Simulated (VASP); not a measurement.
# MnO2 (P4_2/mnm) in VASP: a series of runs, part 2 of 2

VASP 6.6.1.

### 3 Single point, PBE+U, collinear spin, antiferromagnetic start

File INCAR:

```
PREC = Accurate
ENCUT = 600
EDIFF = 1E-6
ISMEAR = 0
SIGMA = 0.0147
LREAL = F
LASPH = T
NELM = 200
ALGO = Normal
ISIF = 2
LWAVE = F
LCHARG = F
ISPIN = 2
MAGMOM = 2.5 -2.5 0 0 0 0
LORBIT = 11
LMAXMIX = 4
LDAU = T
LDAUTYPE = 2
LDAUL = 2 -1
LDAUU = 2.27 0
LDAUJ = 0 0
LDAUPRINT = 1
GGA = PE
NBANDS = 38
GGA_COMPAT = F
```

File KPOINTS:

```
Automatic mesh
0
Gamma
  4 4 6
```

File POSCAR:

```
MnO2
1.0
    4.4952209400      0.0000000000      0.0000000000
    0.0000000000      4.4952209400      0.0000000000
    0.0000000000      0.0000000000      2.9549410200
Mn O
2 4
Direct
    0.0000000000      0.0000000000      0.0000000000
    0.5000000000      0.5000000000      0.5000000000
    0.3040000000      0.3040000000      0.0000000000
    0.6960000000      0.6960000000      0.0000000000
    0.8040000000      0.1960000000      0.5000000000
    0.1960000000      0.8040000000      0.5000000000
```

Potentials or basis: VASP PAW PBE potentials, release 64 (Mn_pv, O).

The run is started by

```bash
> cat potpaw_PBE.64/Mn_pv/POTCAR potpaw_PBE.64/O/POTCAR > POTCAR
> mpirun -np 1 vasp_std > vasp.out
```

OUTCAR:

```text
PREC = Accurate
   ENCUT = 600
   EDIFF = 1E-6
   ISMEAR = 0
   LREAL = F
   LASPH = T
   NELM = 200
   ISIF = 2
   ISPIN = 2
   LORBIT = 11
   GGA = PE

 ion  position               nearest neighbor table
   1  0.000  0.000  0.000-   3 1.93   4 1.93   5 1.93   6 1.93   5 1.93   6 1.93
   2  0.500  0.500  0.500-   5 1.93   6 1.93   3 1.93   4 1.93   3 1.93   4 1.93
   3  0.304  0.304  0.000-   1 1.93   2 1.93   2 1.93
   4  0.696  0.696  0.000-   1 1.93   2 1.93   2 1.93
   5  0.804  0.196  0.500-   2 1.93   1 1.93   1 1.93
   6  0.196  0.804  0.500-   2 1.93   1 1.93   1 1.93

  LATTYP: Found a simple tetragonal cell.
 ALAT       =     4.4952209400
 C/A-ratio  =     0.6573516762

  Lattice vectors:

 A1 = (   4.4952209400,   0.0000000000,   0.0000000000)
 A2 = (   0.0000000000,   4.4952209400,   0.0000000000)
 A3 = (   0.0000000000,   0.0000000000,   2.9549410200)

Analysis of symmetry for initial positions (statically):
=====================================================================
 Subroutine PRICEL returns:
 Original cell was already a primitive cell.

 Routine SETGRP: Setting up the symmetry group for a
 simple tetragonal supercell.

 Subroutine GETGRP returns: Found 16 space group operations
 (whereof  8 operations were pure point group operations)
 out of a pool of 16 trial point group operations.

The static configuration has the point symmetry D_2h.
 The point group associated with its full space group is D_4h.

Analysis of symmetry for dynamics (positions and initial velocities):
=====================================================================
 Subroutine PRICEL returns:
 Original cell was already a primitive cell.

 Routine SETGRP: Setting up the symmetry group for a
 simple tetragonal supercell.

 Subroutine GETGRP returns: Found 16 space group operations
 (whereof  8 operations were pure point group operations)
 out of a pool of 16 trial point group operations.

The dynamic configuration has the point symmetry D_2h.
 The point group associated with its full space group is D_4h.

Analysis of structural, dynamic, and magnetic symmetry:
=====================================================================
 Subroutine PRICEL returns:
 Original cell was already a primitive cell.

 Routine SETGRP: Setting up the symmetry group for a
 simple tetragonal supercell.

 Subroutine GETGRP returns: Found 16 space group operations
 (whereof  8 operations were pure point group operations)
 out of a pool of 16 trial point group operations.

The overall configuration has the point symmetry D_2h.
 The point group associated with its full space group is D_4h.

 Subroutine INISYM returns: Found 16 space group operations
[... 192 lines left out ...]
 -0.0000  0.0000 -0.0000  0.0000  0.1494

spin component  2

  0.6052  0.0000 -0.2147  0.0000  0.0000
  0.0000  0.7195  0.0000 -0.2370  0.0000
 -0.2147  0.0000  0.8190  0.0000 -0.0000
  0.0000 -0.2370  0.0000  0.7195  0.0000
  0.0000  0.0000 -0.0000  0.0000  0.9575

 occupancies and eigenvectors

  o =  0.0685  v = -0.5363  0.0000  0.8440 -0.0000  0.0000  0.0000  0.0000  0.0000  0.0000  0.0000      0.0000  0.0000  0.0000  0.0000  0.0000  0.0000  0.0000  0.0000  0.0000  0.0000
  o =  0.1306  v = -0.0000 -0.7071  0.0000  0.7071  0.0000  0.0000  0.0000  0.0000  0.0000  0.0000      0.0000  0.0000  0.0000  0.0000  0.0000  0.0000  0.0000  0.0000  0.0000  0.0000
  o =  0.1494  v = -0.0000 -0.0000  0.0000  0.0000 -1.0000  0.0000  0.0000  0.0000  0.0000  0.0000      0.0000  0.0000  0.0000  0.0000  0.0000  0.0000  0.0000  0.0000  0.0000  0.0000
  o =  0.3167  v = -0.8440 -0.0000 -0.5363 -0.0000  0.0000  0.0000  0.0000  0.0000  0.0000  0.0000      0.0000  0.0000  0.0000  0.0000  0.0000  0.0000  0.0000  0.0000  0.0000  0.0000
  o =  0.3316  v =  0.0000 -0.7071  0.0000 -0.7071 -0.0000  0.0000  0.0000  0.0000  0.0000  0.0000      0.0000  0.0000  0.0000  0.0000  0.0000  0.0000  0.0000  0.0000  0.0000  0.0000
  o =  0.4722  v =  0.0000  0.0000  0.0000  0.0000  0.0000  0.8502 -0.0000  0.5264  0.0000  0.0000      0.0000  0.0000  0.0000  0.0000  0.0000  0.0000  0.0000  0.0000  0.0000  0.0000
  o =  0.4825  v =  0.0000  0.0000  0.0000  0.0000  0.0000  0.0000 -0.7071  0.0000 -0.7071 -0.0000      0.0000  0.0000  0.0000  0.0000  0.0000  0.0000  0.0000  0.0000  0.0000  0.0000
  o =  0.9520  v =  0.0000  0.0000  0.0000  0.0000  0.0000  0.5264  0.0000 -0.8502  0.0000 -0.0000      0.0000  0.0000  0.0000  0.0000  0.0000  0.0000  0.0000  0.0000  0.0000  0.0000
  o =  0.9566  v =  0.0000  0.0000  0.0000  0.0000  0.0000  0.0000  0.7071  0.0000 -0.7071  0.0000      0.0000  0.0000  0.0000  0.0000  0.0000  0.0000  0.0000  0.0000  0.0000  0.0000
  o =  0.9575  v =  0.0000  0.0000  0.0000  0.0000  0.0000  0.0000 -0.0000 -0.0000  0.0000  1.0000      0.0000  0.0000  0.0000  0.0000  0.0000  0.0000  0.0000  0.0000  0.0000  0.0000

 number of electron      49.9999998 magnetization       0.0000000

 Free energy of the ion-electron system (eV)
  ---------------------------------------------------
  ext. energy  EPLUGINS =         0.00000000
  ---------------------------------------------------
  free energy    TOTEN  =       -44.53466607 eV

  energy without entropy =      -44.53466607  energy(sigma->0) =      -44.53466607

 E-fermi :   4.3120     XC(G=0): -11.6169

 val. band max:        4.2493825308   @ k =   0.0000   0.0000   0.0000
 cond. band min:       4.4052787906   @ k =   0.0000   0.0000   0.0000
 fundamental gap:      0.1558962598
 Fermi energy:         4.3119934407

 spin component 1

 k-point     1 :       0.0000    0.0000    0.0000
  band No.  band energies     occupation
      1     -46.5122      1.00000
      2     -46.4468      1.00000
      3     -46.3772      1.00000
      4     -43.3353      1.00000
      5     -43.2543      1.00000
      6     -43.2486      1.00000
[... 949 lines left out ...]
     36      17.3073      0.00000
     37      19.1386      0.00000
 Fermi energy:         4.3119934407

 spin component 2

 k-point     1 :       0.0000    0.0000    0.0000
  band No.  band energies     occupation
      1     -46.5122      1.00000
      2     -46.4468      1.00000
      3     -46.3772      1.00000
      4     -43.3353      1.00000
      5     -43.2543      1.00000
      6     -43.2486      1.00000
[... 949 lines left out ...]
     36      17.3073      0.00000
     37      19.1386      0.00000
 [bands above 37 left out]

------------------------ aborting loop because EDIFF is reached ----------------------------------------

  FORCE on cell =-STRESS in cart. coord.  units (eV):
  Direction    XX          YY          ZZ          XY          YZ          ZX
  --------------------------------------------------------------------------------------
  -------------------------------------------------------------------------------------
  Total       -2.9804516     -2.9804516     -4.0765493      0.0000000      0.0000000      0.0000000
  in kB      -79.9726983    -79.9726983   -109.3836426      0.0000000      0.0000000      0.0000000
  external PRESSURE =     -89.7763464 kB  Pullay stress =       0.0000000 kB

 VOLUME and BASIS-vectors are now :
 -----------------------------------------------------------------------------
  energy-cutoff  :      600.00
  volume of cell :       59.71
      direct lattice vectors                 reciprocal lattice vectors
     4.495220940  0.000000000  0.000000000     0.222458476  0.000000000  0.000000000
     0.000000000  4.495220940  0.000000000     0.000000000  0.222458476  0.000000000
     0.000000000  0.000000000  2.954941020     0.000000000  0.000000000  0.338416230

 POSITION                                       TOTAL-FORCE (eV/Angst)
 -----------------------------------------------------------------------------------
      0.00000      0.00000      0.00000        -0.000000      0.000000      0.000000
      2.24761      2.24761      1.47747        -0.000000      0.000000      0.000000
      1.36655      1.36655      0.00000         0.248589      0.248589     -0.000000
      3.12867      3.12867      0.00000        -0.248589     -0.248589      0.000000
      3.61416      0.88106      1.47747         0.248589     -0.248589      0.000000
      0.88106      3.61416      1.47747        -0.248589      0.248589      0.000000
 -----------------------------------------------------------------------------------
    total drift:                                0.000000      0.000000      0.000000

  FREE ENERGIE OF THE ION-ELECTRON SYSTEM (eV)
  ---------------------------------------------------
  free  energy   TOTEN  =       -44.5346660727 eV

  energy  without entropy=      -44.5346660727  energy(sigma->0) =      -44.53466607

 total charge

# of ion       s       p       d       tot
------------------------------------------
    1        0.327   6.408   4.788  11.523
    2        0.327   6.408   4.788  11.523
    3        1.562   3.435   0.000   4.997
    4        1.562   3.435   0.000   4.997
    5        1.562   3.435   0.000   4.997
    6        1.562   3.435   0.000   4.997
--------------------------------------------------
tot          6.903  26.556   9.576  43.035

 magnetization (x)

# of ion       s       p       d       tot
------------------------------------------
    1        0.016   0.025   2.822   2.863
    2       -0.016  -0.025  -2.822  -2.863
    3       -0.001  -0.014   0.000  -0.015
    4       -0.001  -0.014   0.000  -0.015
    5        0.001   0.014   0.000   0.015
    6        0.001   0.014   0.000   0.015
--------------------------------------------------
tot          0.000   0.000  -0.000  -0.000
```

It took 2.6 min on 1 thread of Intel Xeon 8259CL, shared host; peak memory 0.25 GiB.

Results:

| Quantity | Value |
| --- | --- |
| Free energy | -44.5347 eV |
| Pressure | -9.0 GPa |
| Largest force | 0.352 eV/Å |
| Band gap on the k mesh | 0.16 eV |
| Net moment | 0.00 μB per cell |
| Site moments | Mn +2.86, -2.86; O -0.01, +0.01 (each value once) μB |
| Valence electrons inside the program's atomic spheres | Mn 11.52; O 5.00 |

Forces on the atoms (eV/Å):
```
Mn   0.000  0.000  0.000
Mn   0.000  0.000  0.000
O    0.249  0.249  0.000
O   -0.249 -0.249  0.000
O    0.249 -0.249  0.000
O   -0.249  0.249  0.000
```

Levels at points of the mesh, in eV from the valence-band top:
Spin up:
| k point | band 23 | band 24 | band 25 | band 26 | band 27 | band 28 |
| --- | --- | --- | --- | --- | --- | --- |
| (0.00, 0.00, 0.00) | -0.63 | -0.57 | 0.00 | 0.16 | 1.09 | 1.76 |
| (0.50, 0.00, 0.00) | -1.24 | -0.86 | -0.71 | 1.80 | 2.08 | 2.15 |
| (0.50, 0.50, 0.00) | -1.55 | -1.53 | -0.05 | 0.26 | 1.06 | 2.38 |
| (0.00, 0.00, 0.50) | -1.81 | -0.98 | -0.31 | 1.30 | 1.53 | 2.10 |
| (0.50, 0.00, 0.50) | -1.25 | -1.15 | -1.09 | 0.61 | 1.19 | 2.09 |
| (0.50, 0.50, 0.50) | -0.93 | -0.58 | -0.54 | 1.55 | 1.91 | 1.95 |
Spin down:
```tsv
k point	band 21	band 22	band 23	band 24	band 25	band 26	band 27	band 28	band 29	band 30
(0.00, 0.00, 0.00)	-2.12	-1.20	-0.63	-0.57	0.00	0.16	1.09	1.76	2.66	3.21
(0.50, 0.00, 0.00)	-2.23	-1.52	-1.24	-0.86	-0.71	1.80	2.08	2.15	2.39	2.57
(0.50, 0.50, 0.00)	-2.11	-1.99	-1.55	-1.53	-0.05	0.26	1.06	2.38	2.85	3.17
(0.00, 0.00, 0.50)	-2.61	-2.53	-1.81	-0.98	-0.31	1.30	1.53	2.10	2.19	2.81
(0.50, 0.00, 0.50)	-3.11	-1.66	-1.25	-1.15	-1.09	0.61	1.19	2.09	2.29	2.59
(0.50, 0.50, 0.50)	-2.35	-1.44	-0.93	-0.58	-0.54	1.55	1.91	1.95	2.21	2.35
```

Eigenvalues of the final occupation matrices:
```
    site  spin  trace               eigenvalues
site 1 d     1   3.82  0.47 0.48 0.95 0.96 0.96
site 1 d     2   1.00  0.07 0.13 0.15 0.32 0.33
site 2 d     1   1.00  0.07 0.13 0.15 0.32 0.33
site 2 d     2   3.82  0.47 0.48 0.95 0.96 0.96
```

Caveat: the cell stands under tension. A k mesh can miss the band edges.
